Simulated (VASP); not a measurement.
Write the native input for VASP 6.6.1 that does the following.

* Task: single point
* Functional: r2SCAN
* Potentials or basis: VASP PAW PBE potentials, release 64 (Na_pv)
* Cutoff: 520 eV
* k mesh: 8 × 8 × 8
* Occupations: fermi-dirac, width 0.1 eV
* Spin: no spin polarisation
* Dipole correction: no
* Further INCAR settings: ALGO = Normal; EDIFF = 1e-06; NBANDS = 14

The system is Na.

```
Na
1.0
     0.00000    3.96181    3.96181
     3.96181    0.00000    3.96181
     3.96181    3.96181    0.00000
Na
2
Cartesian
  0.9905 0.9905 0.9905
  6.9332 6.9332 6.9332
```

This isn't the form of Na at room conditions, which is bcc.

One way to write it, as run:

POSCAR

```
Na
1.0
    0.0000000000      3.9618115485      3.9618115485
    3.9618115485      0.0000000000      3.9618115485
    3.9618115485      3.9618115485      0.0000000000
Na
2
Direct
    0.1250000000      0.1250000000      0.1250000000
    0.8750000000      0.8750000000      0.8750000000
```

INCAR.step1

```
SYSTEM = Na
ALGO     = Normal         ! electronic algorithm
EDIFF    = 1E-4           ! SCF threshold, eV
ENCUT    = 520            ! plane-wave cutoff, eV
GGA      = PE             ! functional
ISMEAR   = -1             ! smearing method
LASPH    = .TRUE.         ! aspherical terms in the spheres
LCHARG   = .FALSE.        ! write CHGCAR
LREAL    = .FALSE.        ! projectors in reciprocal space
LWAVE    = .TRUE.         ! write WAVECAR
NBANDS   = 14             ! bands
NELM     = 100            ! most SCF steps
PREC     = Accurate       ! precision mode
SIGMA    = 0.1            ! smearing width, eV
```

INCAR.step2

```
SYSTEM = Na
ALGO     = Normal         ! electronic algorithm
EDIFF    = 1E-6           ! SCF threshold, eV
ENCUT    = 520            ! plane-wave cutoff, eV
ISIF     = 2              ! what is computed and relaxed
ISMEAR   = -1             ! smearing method
ISTART   = 1            
LASPH    = .TRUE.         ! aspherical terms in the spheres
LCHARG   = .FALSE.        ! write CHGCAR
LMIXTAU  = .TRUE.       
LREAL    = .FALSE.        ! projectors in reciprocal space
LWAVE    = .FALSE.        ! write WAVECAR
METAGGA  = R2SCAN         ! meta-GGA
NBANDS   = 14             ! bands
NELM     = 100            ! most SCF steps
PREC     = Accurate       ! precision mode
SIGMA    = 0.1            ! smearing width, eV
```

KPOINTS

```
k-points
0
G
  8 8 8
  0 0 0
```

Potentials or basis: VASP PAW PBE potentials, release 64 (Na_pv).

Run with:

```console
$ cat potpaw_PBE.64/Na_pv/POTCAR > POTCAR
$ cp INCAR.step1 INCAR
$ mpirun -np 1 vasp_std > vasp.out
$ cp INCAR.step2 INCAR
$ mpirun -np 1 vasp_std > vasp.out
```

Results of the run:

* Pressure: -0.2 GPa
* Band gap on the k mesh: zero (bands 7 and 8 overlap by 0.67 eV)

Caveat: the PAW data sets were made with another functional, which shifts forces and pressure a little.

Wall time 6.4 min on 1 thread of Intel Xeon 8259CL, with other jobs on the host, peak memory 0.28 GiB.
